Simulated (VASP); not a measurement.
Set up this calculation in VASP 6.6.1, as the native input.

```yaml
Task: single point
Functional: r2SCAN
Potentials_or_basis: VASP PAW PBE potentials, release 64 (Ga_d, N)
Cutoff: 520 eV
k_mesh: 10 × 10 × 10
Occupations: gaussian, width 0.01 eV
Spin: no spin polarisation
Dipole_correction: no
Further_INCAR_settings: ALGO = Normal; EDIFF = 1e-06; NBANDS = 16
```

GaN:

```
Ga N
1.0
     0.00000    2.10852    2.10852
     2.10852    0.00000    2.10852
     2.10852    2.10852    0.00000
Ga N
1 1
Direct
  0.00000 0.00000 0.00000
  0.50000 0.50000 0.50000
```

One way to write it, as run:

POSCAR

```
GaN
1.0
    0.0000000000      2.1085152362      2.1085152362
    2.1085152362      0.0000000000      2.1085152362
    2.1085152362      2.1085152362      0.0000000000
Ga N
1 1
Direct
    0.0000000000      0.0000000000      0.0000000000
    0.5000000000      0.5000000000      0.5000000000
```

INCAR.step1

```
ALGO = Normal
EDIFF = 1E-4
ENCUT = 520
GGA = PE
ISMEAR = 0
LASPH = True
LCHARG = False
LREAL = False
LWAVE = True
NBANDS = 16
NELM = 60
PREC = Accurate
SIGMA = 0.01
```

INCAR.step2

```
ALGO = Normal
EDIFF = 1E-6
ENCUT = 520
ISIF = 2
ISMEAR = 0
ISTART = 1
LASPH = True
LCHARG = False
LMIXTAU = True
LREAL = False
LWAVE = False
METAGGA = R2SCAN
NBANDS = 16
NELM = 60
PREC = Accurate
SIGMA = 0.01
```

KPOINTS

```
k-points
0
Gamma
  10 10 10
```

Potentials or basis: VASP PAW PBE potentials, release 64 (Ga_d, N).

Command:

```console
$ cat potpaw_PBE.64/Ga_d/POTCAR potpaw_PBE.64/N/POTCAR > POTCAR
$ cp INCAR.step1 INCAR
$ mpirun -np 1 vasp_std > vasp.out
$ cp INCAR.step2 INCAR
$ mpirun -np 1 vasp_std > vasp.out
```

It gave:

| Property | Result |
| --- | --- |
| Pressure | 1.3 GPa |
| Band gap on the k mesh | 1.18 eV, indirect (least direct gap 3.41 eV) |

Caveat: the PAW data sets were made with another functional, which shifts forces and pressure a little.

It took 63 s on 1 thread of Intel Xeon 6975P-C, on a shared host, peak memory 0.15 GiB.
